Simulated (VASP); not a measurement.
A run of VASP 6.6.1:

Contents of INCAR:

```
SYSTEM = CaO
  PREC = Accurate
  ENCUT = 520
  EDIFF = 1E-6
  ISMEAR = 0
  SIGMA = 0.05
  LREAL = .FALSE.
  LASPH = .TRUE.
  NELM = 80
  ALGO = Normal
  ISIF = 2
  LWAVE = .FALSE.
  LCHARG = .FALSE.
  GGA = PE
  NBANDS = 24
```

KPOINTS

```
regular mesh
0
G
  9 9 6
  0 0 0
```

POSCAR

```
CaO
1.0
    3.9919758245      0.0498996978      0.0000000000
   -1.9527735063      3.4322026264      0.0000000000
    0.0000000000      0.0000000000      4.7848400100
Ca O
2 2
Direct
    0.3333333333      0.6666666667      0.7500000000
    0.6666666667      0.3333333333      0.2500000000
    0.3333333333      0.6666666667      0.2500000000
    0.6666666667      0.3333333333      0.7500000000
```

Potentials or basis: VASP PAW PBE potentials, release 64 (Ca_sv, O).

Run with:

```bash
$ cat potpaw_PBE.64/Ca_sv/POTCAR potpaw_PBE.64/O/POTCAR > POTCAR
$ mpirun -np 1 vasp_std > vasp.out
```

Hardware: 1 thread of AMD EPYC 7R43 64-Core Processor (Zen 3), on a shared host.

Estimate the wall time of this run.

It took 4.8 min on 1 thread of AMD EPYC 7R43 64-Core Processor (Zen 3), on a shared host, peak memory 0.3 GiB. Counts: scf iterations 14, k points 164.
